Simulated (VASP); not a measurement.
Runs of VASP 6.6.1 on CsBr. The structure is that of space group Pm-3m (No. 221), or close to it. The cells are those of the table. 

```csv
task,cell,k mesh,smearing,gap on the mesh (eV),pressure (GPa)
single point,"a = 3.634 Å, 2 atoms",6 × 6 × 6,gaussian 0.01 eV,3.78,30.7
single point,"a = 4.323 Å, 2 atoms",10 × 10 × 10,fermi-dirac 0.05 eV,5.18,(b)
relaxation of cell and atoms,"relaxed from a = 4.286 Å, 2 atoms",10 × 10 × 10,fermi-dirac 0.05 eV,5.16,0.0
relaxation of cell and atoms,"relaxed to 30 GPa from a = 4.323 Å, 2 atoms",6 × 6 × 6,gaussian 0.01 eV,(a),30.0
```

Alike in all rows: level r2SCAN; potentials or basis VASP PAW PBE potentials, release 64 (Cs_sv, Br); no spin polarisation; cutoff (eV) 550.

Problem. Fill in the values left out.

Solution. (a) 3.81; (b) 0.1.

Caveats: the PAW data sets were made with another functional, which shifts forces and pressure a little; spin-orbit coupling is left out, which moves the levels of the heavy elements; the cell stands under pressure (at least some runs); the cell is relaxed towards a set pressure, so the run minimises the enthalpy, not the energy (at least some runs).

A k mesh can miss the band edges, and the runs leave out spin-orbit coupling on Br, Cs.
